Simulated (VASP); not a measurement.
Input of a VASP 6.6.1 run:

Contents of INCAR:

```
SYSTEM = Si5N
  PREC = Accurate
  ENCUT = 600
  EDIFF = 1E-6
  ISMEAR = 0
  SIGMA = 0.1
  LREAL = .FALSE.
  LASPH = .TRUE.
  NELM = 60
  ALGO = Normal
  ISIF = 3
  LWAVE = .FALSE.
  LCHARG = .FALSE.
  GGA = PE
  IBRION = 2
  NSW = 90
  EDIFFG = -0.04
```

KPOINTS

```
regular mesh
0
G
  6 6 4
  0 0 0
```

File POSCAR:

```
Si5N
1.0
    5.0928537700      0.0000000000      0.0000000000
   -2.5464268800      4.4105407400      0.0000000000
    0.0000000000      0.0000000000      4.7090932700
Si N
5 1
Direct
    0.6666666700      0.3333333300      0.0000000000
    0.3333333300      0.6666666700      0.0000000000
    0.0000000000      0.3230609900      0.5000000000
    0.6769390100      0.6769390100      0.5000000000
    0.3230609900      0.0000000000      0.5000000000
    0.0000000000      0.0000000000      0.0000000000
```

Potentials or basis: VASP PAW PBE potentials, release 64 (Si, N).

Command:

```console
$ cat potpaw_PBE.64/Si/POTCAR potpaw_PBE.64/N/POTCAR > POTCAR
$ mpirun -np 1 vasp_std > vasp.out
```

Task: Estimate the space group after relaxing (to 0.05 Å).

Result: P-62m (No. 189).

Task: Predict the relaxed volume.

Result: 13.65 Å³/atom.

Forces on the atoms (eV/Å):
```
Si   0.000  0.000  0.000
Si   0.000  0.000  0.000
Si  -0.007  0.013  0.000
Si  -0.007 -0.013  0.000
Si   0.015  0.000  0.000
N    0.000  0.000  0.000
```

Caveat: the volume moved by over 15 % at a fixed basis, so the end points are rough.
